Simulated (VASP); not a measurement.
# Si (a cell with a defect) in VASP: further runs

Runs on Si (a cell with a defect). Level: PBEsol. Tasks: relaxation of the atoms.

Everything below comes from runs of VASP 6.6.1. Logs are shortened: lines on timing, memory, paths and dates and some standing lists are left out, and cuts for length are marked.

## Step 1: The cell of the first run

The cell holds a defect, 17 atoms: a = 7.679 Å, b = 7.679 Å, c = 7.679 Å, α = 60.00°, β = 60.00°, γ = 60.00°.

## Step 2: Relaxation of the atoms, PBEsol

INCAR reads:

```
SYSTEM = Si
PREC = Accurate ; ENCUT = 520
EDIFF = 1E-6 ; ISMEAR = 0
SIGMA = 0.02 ; LREAL = Auto
LASPH = .TRUE. ; NELM = 100
ALGO = Normal ; ISIF = 2
LWAVE = .FALSE. ; LCHARG = .FALSE.
GGA = PS ; IBRION = 2
NSW = 80 ; EDIFFG = -0.03
```

KPOINTS reads:

```
Automatic mesh
0
G
  2 2 2
  0 0 0
```

POSCAR reads:

```
Si
1.0
    0.0000000000      5.4300000000      5.4300000000
    5.4300000000      0.0000000000      5.4300000000
    5.4300000000      5.4300000000      0.0000000000
Si
17
Direct
    0.0000000000      0.0000000000      0.0000000000
    0.1250000000      0.1250000000      0.1250000000
    0.0000000000      0.0000000000      0.5000000000
    0.1250000000      0.1250000000      0.6250000000
    0.0000000000      0.5000000000      0.0000000000
    0.1250000000      0.6250000000      0.1250000000
    0.0000000000      0.5000000000      0.5000000000
    0.1250000000      0.6250000000      0.6250000000
    0.5000000000      0.0000000000      0.0000000000
    0.6250000000      0.1250000000      0.1250000000
    0.5000000000      0.0000000000      0.5000000000
    0.6250000000      0.1250000000      0.6250000000
    0.5000000000      0.5000000000      0.0000000000
    0.6250000000      0.6250000000      0.1250000000
    0.5000000000      0.5000000000      0.5000000000
    0.6250000000      0.6250000000      0.6250000000
    0.7498355200      0.7507915200      0.7480635900
```

Potentials or basis: VASP PAW PBE potentials, release 64 (Si).

The run is started by

```console
$ cat potpaw_PBE.64/Si/POTCAR > POTCAR
$ mpirun -np 1 vasp_std > vasp.out
```

OUTCAR:

```text
SYSTEM = Si
   PREC = Accurate
   ENCUT = 520
   EDIFF = 1E-6
   ISMEAR = 0
   LREAL = Auto
   LASPH = .TRUE.
   NELM = 100
   ISIF = 2
   GGA = PS
   IBRION = 2
   NSW = 80
   EDIFFG = -0.03

 ion  position               nearest neighbor table
   1  0.000  0.000  0.000-   2 2.35   4 2.35   6 2.35  10 2.35
   2  0.125  0.125  0.125-   1 2.35   3 2.35   5 2.35   9 2.35
   3  0.000  0.000  0.500-   2 2.35   4 2.35   8 2.35  12 2.35  17 2.71
   4  0.125  0.125  0.625-   1 2.35   3 2.35   7 2.35  11 2.35
   5  0.000  0.500  0.000-   2 2.35   6 2.35   8 2.35  14 2.35  17 2.73
   6  0.125  0.625  0.125-   1 2.35   5 2.35   7 2.35  13 2.35
   7  0.000  0.500  0.500-   4 2.35   6 2.35   8 2.35  16 2.35  17 2.71
   8  0.125  0.625  0.625-   3 2.35   5 2.35   7 2.35  15 2.35  17 2.35
   9  0.500  0.000  0.000-   2 2.35  10 2.35  12 2.35  14 2.35  17 2.72
  10  0.625  0.125  0.125-   1 2.35   9 2.35  11 2.35  13 2.35
  11  0.500  0.000  0.500-   4 2.35  10 2.35  12 2.35  16 2.35  17 2.70
  12  0.625  0.125  0.625-  17 2.35   9 2.35  11 2.35  15 2.35   3 2.35
  13  0.500  0.500  0.000-   6 2.35  10 2.35  14 2.35  16 2.35  17 2.72
  14  0.625  0.625  0.125-   5 2.35   9 2.35  13 2.35  15 2.35  17 2.36
  15  0.500  0.500  0.500-   8 2.35  12 2.35  14 2.35  16 2.35
  16  0.625  0.625  0.625-  17 2.34  11 2.35  13 2.35  15 2.35   7 2.35
  17  0.750  0.751  0.748-  16 2.34  12 2.35   8 2.35  14 2.36  11 2.70   7 2.71   3 2.71  13 2.72
                             9 2.72   5 2.73

  LATTYP: Found a face centered cubic cell.
 ALAT       =    10.8600000000

  Lattice vectors:

 A1 = (   0.0000000000,   5.4300000000,   5.4300000000)
 A2 = (   5.4300000000,   0.0000000000,   5.4300000000)
 A3 = (   5.4300000000,   5.4300000000,   0.0000000000)

Analysis of symmetry for initial positions (statically):
=====================================================================
 Subroutine PRICEL returns:
 Original cell was already a primitive cell.

 Routine SETGRP: Setting up the symmetry group for a
 face centered cubic supercell.

 Subroutine GETGRP returns: Found  1 space group operations
 (whereof  1 operations were pure point group operations)
 out of a pool of 48 trial point group operations.

The static configuration has the point symmetry C_1 .

Analysis of symmetry for dynamics (positions and initial velocities):
=====================================================================
 Subroutine PRICEL returns:
 Original cell was already a primitive cell.

 Routine SETGRP: Setting up the symmetry group for a
 face centered cubic supercell.

 Subroutine GETGRP returns: Found  1 space group operations
 (whereof  1 operations were pure point group operations)
 out of a pool of 48 trial point group operations.

The dynamic configuration has the point symmetry C_1 .

 Subroutine INISYM returns: Found  1 space group operations
 (whereof  1 operations are pure point group operations),
 and found     1 'primitive' translations

----------------------------------------------------------------------------------------

                                     Primitive cell

  volume of cell :     320.2060

  direct lattice vectors                    reciprocal lattice vectors
     0.000000000  5.430000000  5.430000000    -0.092081031  0.092081031  0.092081031
     5.430000000  0.000000000  5.430000000     0.092081031 -0.092081031  0.092081031
     5.430000000  5.430000000  0.000000000     0.092081031  0.092081031 -0.092081031

  length of vectors
     7.679179644  7.679179644  7.679179644     0.159489025  0.159489025  0.159489025

  position of ions in fractional coordinates (direct lattice)
     0.000000000  0.000000000  0.000000000
     0.125000000  0.125000000  0.125000000
     0.000000000  0.000000000  0.500000000
     0.125000000  0.125000000  0.625000000
     0.000000000  0.500000000  0.000000000
     0.125000000  0.625000000  0.125000000
[... 9 lines left out ...]
     0.625000000  0.625000000  0.625000000
     0.749835520  0.750791520  0.748063590

  ion indices of the primitive-cell ions
   primitive index   ion index
                 1           1
                 2           2
                 3           3
                 4           4
                 5           5
                 6           6
[... 9 lines left out ...]
                16          16
                17          17

----------------------------------------------------------------------------------------

 KPOINTS: Automatic mesh

Automatic generation of k-mesh.
 Grid dimensions read from file:
 generate k-points for:    2    2    2

 Generating k-lattice:

  Cartesian coordinates                     Fractional coordinates (reciprocal lattice)
    -0.046040516  0.046040516  0.046040516     0.500000000  0.000000000  0.000000000
     0.046040516 -0.046040516  0.046040516     0.000000000  0.500000000  0.000000000
     0.046040516  0.046040516 -0.046040516     0.000000000  0.000000000  0.500000000

  Length of vectors
     0.079744512  0.079744512  0.079744512

  Shift w.r.t. Gamma in fractional coordinates (k-lattice)
     0.000000000  0.000000000  0.000000000

 Subroutine IBZKPT returns following result:
 ===========================================

 Found      8 irreducible k-points:

 Following reciprocal coordinates:
            Coordinates               Weight
  0.000000  0.000000  0.000000      1.000000
  0.500000  0.000000  0.000000      1.000000
  0.000000  0.500000  0.000000      1.000000
  0.000000  0.000000  0.500000      1.000000
  0.500000  0.500000  0.500000      1.000000
  0.500000  0.500000  0.000000      1.000000
  0.000000  0.500000  0.500000      1.000000
  0.500000  0.000000  0.500000      1.000000
   k-points           NKPTS =      8   k-points in BZ     NKDIM =      8   number of bands    NBANDS=     43
   number of dos      NEDOS =    301   number of ions     NIONS =     17
   total plane-waves  NPLWV = 216000
   dimension x,y,z NGX =    60 NGY =   60 NGZ =   60
   dimension x,y,z NGXF=   120 NGYF=  120 NGZF=  120
   ions per type =              17
   NGX,Y,Z   is equivalent  to a cutoff of  12.99, 12.99, 12.99 a.u.
   NGXF,Y,Z  is equivalent  to a cutoff of  25.98, 25.98, 25.98 a.u.
 SYSTEM =  Si
   PREC   = accura    normal or accurate (medium, high low for compatibility)
   ISTART =      0    job   : 0-new  1-cont  2-samecut
   ICHARG =      2    charge: 1-file 2-atom 10-const
   ISPIN  =      1    spin polarized calculation?
   LNONCOLLINEAR =      F non collinear calculations
   LSORBIT =      F    spin-orbit coupling
   LASPH  =      T    aspherical Exc in radial PAW
   ENCUT  =  520.0 eV  38.22 Ry    6.18 a.u.  14.28 14.28 14.28*2*pi/ulx,y,z
   NELM   =    100;   NELMIN=  2; NELMDL= -5     # of ELM steps
   EDIFF  = 0.1E-05   stopping-criterion for ELM
   LREAL  =      T    real-space projection
   EDIFFG = -.3E-01   stopping-criterion for IOM
   NSW    =     80    number of steps for IOM
   IBRION =      2    ionic relax: 0-MD 1-quasi-New 2-CG
   NFREE  =      1    steps in history (QN), initial steepest desc. (CG)
   ISIF   =      2    stress and relaxation
   ISYM   =      2    0-nonsym 1-usesym 2-fastsym
   POTIM  = 0.5000    time-step for ionic-motion
   TEBEG  =    0.0;   TEEND  =   0.0 temperature during run
   PSTRESS=    0.0 pullay stress
   NELECT =      68.0000    total number of electrons
   NUPDOWN=      -1.0000    fix difference up-down
   EMIN   =  10.00;   EMAX   =-10.00  energy-range for DOS
   EFERMI =   0.00;   METHOD = LEGACY
   ISMEAR =     0;   SIGMA  =   0.02  broadening in eV -4-tet -1-fermi 0-gaus
   EFERMI_NEDOS =   21; number of points for ismear=-14 and -15
   IALGO  =     38    algorithm
   IMIX   =      4    mixing-type and parameters
     AMIX     =   0.40;   BMIX     =  1.00
     AMIX_MAG =   1.60;   BMIX_MAG =  1.00
  volume/ion in A,a.u.               =      18.84       127.11
  Fermi-wavevector in a.u.,A,eV,Ry     =   0.976715  1.845724 12.979587  0.953973
  Thomas-Fermi vector in A             =   2.107356
   LORBIT       =      0    0 simple, 1 ext, 2 COOP (PROOUT), +10 PAW based schemes
   GGA     = PS    functional components
   LHFCALC =     F    Hartree Fock is set to
   AEXX    =    0.0000 exact exchange contribution
   IVDW    =     0    specifies the selected vdW correction
   LEPSILON=     F    determine dielectric tensor
   LRPA    =     F    only Hartree local field effects (RPA)
 conjugate gradient relaxation of ions
 non-spin polarized calculation
 Gauss-broadening in eV      SIGMA  =   0.02
  energy-cutoff  :      520.00
  volume of cell :      320.21
 maximum number of plane-waves:      8646
 NGX is ok and might be reduce to    60
   NGX = 29   NGY = 29   NGZ = 29

--------------------------------------- Ionic step        1  -------------------------------------------

 number of electron      68.0000004 magnetization

 Free energy of the ion-electron system (eV)
  ---------------------------------------------------
  ext. energy  EPLUGINS =         0.00000000
  ---------------------------------------------------
  free energy    TOTEN  =       -93.80571917 eV

  energy without entropy =      -93.80186263  energy(sigma->0) =      -93.80379090

------------------------ aborting loop because EDIFF is reached ----------------------------------------

  FORCE on cell =-STRESS in cart. coord.  units (eV):
  Direction    XX          YY          ZZ          XY          YZ          ZX
  --------------------------------------------------------------------------------------
  -------------------------------------------------------------------------------------
  Total        7.9528668      7.9553840      7.9519435     -0.0416593      0.0778252      0.1442278
  in kB       39.7928282     39.8054234     39.7882081     -0.2084457      0.3894049      0.7216557
  external PRESSURE =      39.7954866 kB  Pullay stress =       0.0000000 kB
[... 291 lines left out ...]
  energy  without entropy=      -93.9176162742  energy(sigma->0) =      -93.91959938

--------------------------------------- Ionic step        7  -------------------------------------------

 number of electron      68.0000001 magnetization

 Free energy of the ion-electron system (eV)
  ---------------------------------------------------
  ext. energy  EPLUGINS =         0.00000000
  ---------------------------------------------------
  free energy    TOTEN  =       -93.92167212 eV

  energy without entropy =      -93.91770979  energy(sigma->0) =      -93.91969096

 E-fermi :   6.8058     XC(G=0):  -9.8055

 val. band max:        6.5635451017   @ k =   0.0000   0.0000   0.0000
 cond. band min:       6.8120453873   @ k =   0.5000   0.5000   0.0000
 fundamental gap:      0.2485002855
 Fermi energy:         6.8057961776

 k-point     1 :       0.0000    0.0000    0.0000
  band No.  band energies     occupation
      1      -6.3883      2.00000
      2      -3.8268      2.00000
      3      -3.6832      2.00000
      4      -3.6832      2.00000
      5      -3.6832      2.00000
      6      -2.8712      2.00000
[... 401 lines left out ...]
  FREE ENERGIE OF THE ION-ELECTRON SYSTEM (eV)
  ---------------------------------------------------
  free  energy   TOTEN  =       -93.9216721209 eV

  energy  without entropy=      -93.9177097905  energy(sigma->0) =      -93.91969096

 reached required accuracy - stopping structural energy minimisation
```

Run time: 9.6 min. Hardware: 1 thread of Intel Xeon Platinum 8488C (Sapphire Rapids), shared host; peak memory 0.52 GiB.

Results:

```
Free energy                  : -93.9217 eV
Energy gained by relaxing    : 6.8 meV/atom
Ionic steps                  : 7
Pressure after relaxing      : 3.5 GPa
Largest force after relaxing : 0.017 eV/Å
Band gap on the k mesh       : zero (bands 34 and 35 overlap by 0.25 eV)
```

Forces on the atoms (eV/Å):
```
Si   0.001  0.001  0.000
Si  -0.001 -0.001 -0.001
Si   0.003  0.000 -0.004
Si  -0.003 -0.003  0.003
Si  -0.002 -0.001  0.003
Si   0.000  0.000  0.000
Si   0.004 -0.001 -0.003
Si  -0.004  0.000  0.003
Si  -0.002 -0.003  0.004
Si   0.001 -0.001 -0.001
Si   0.000  0.005 -0.001
Si  -0.004  0.000 -0.002
Si  -0.005 -0.004  0.002
Si   0.010  0.009 -0.011
Si  -0.004 -0.007  0.002
Si   0.003  0.003  0.006
Si   0.001  0.002 -0.001
```

The path:
| step | energy change (eV) | largest force (eV/Å) | pressure (GPa) |
| --- | --- | --- | --- |
| 1 | 0.0000 | 0.8967 | 3.98 |
| 2 | -0.1132 | 0.1057 | 3.52 |
| 3 | -0.1140 | 0.0813 | 3.49 |
| 4 | -0.1156 | 0.0339 | 3.50 |
| 5 | -0.1159 | 0.0382 | 3.50 |
| 6 | -0.1159 | 0.0385 | 3.51 |
| 7 | -0.1160 | 0.0168 | 3.51 |

Final structure:
```
CELL_PARAMETERS angstrom
0.00000 5.43000 5.43000
5.43000 0.00000 5.43000
5.43000 5.43000 0.00000
ATOMIC_POSITIONS crystal
Si 0.00000 0.00000 0.00001
Si 0.12457 0.12458 0.12453
Si 0.00297 0.00299 0.49700
Si 0.12452 0.12454 0.62639
Si 0.00296 0.49706 0.00292
Si 0.12456 0.62633 0.12453
Si 0.00297 0.49703 0.49700
Si 0.13131 0.62289 0.62292
Si 0.49704 0.00298 0.00292
Si 0.62635 0.12456 0.12451
Si 0.49701 0.00300 0.49698
Si 0.62281 0.13158 0.62282
Si 0.49704 0.49705 0.00292
Si 0.62306 0.62305 0.13084
Si 0.49996 0.50016 0.49960
Si 0.62276 0.62275 0.62278
Si 0.74995 0.75025 0.74940
```

Levels at points of the mesh, in eV from the Fermi level:
```csv
k point,band 31,band 32,band 33,band 34,band 35,band 36,band 37,band 38
"(0.00, 0.00, 0.00)",-0.77,-0.77,-0.77,-0.25,-0.24,-0.24,0.04,0.04
"(0.50, 0.00, 0.00)",-1.52,-1.37,-1.37,-0.34,0.51,0.51,0.87,0.87
"(0.00, 0.50, 0.00)",-1.52,-1.37,-1.37,-0.34,0.51,0.51,0.87,0.87
"(0.00, 0.00, 0.50)",-1.52,-1.37,-1.37,-0.34,0.51,0.51,0.87,0.87
"(0.50, 0.50, 0.50)",-1.52,-1.37,-1.37,-0.34,0.51,0.51,0.86,0.87
"(0.50, 0.50, 0.00)",-1.96,-1.83,-0.97,0.01,0.71,1.03,1.03,1.13
"(0.00, 0.50, 0.50)",-1.96,-1.83,-0.97,0.01,0.71,1.03,1.03,1.13
"(0.50, 0.00, 0.50)",-1.96,-1.83,-0.97,0.01,0.71,1.03,1.04,1.13
```

Caveat: the k points lie up to 0.50 Å⁻¹ apart; the PAW data sets were made with another functional, which shifts forces and pressure a little.

(Part 1 of 2 ends here.)
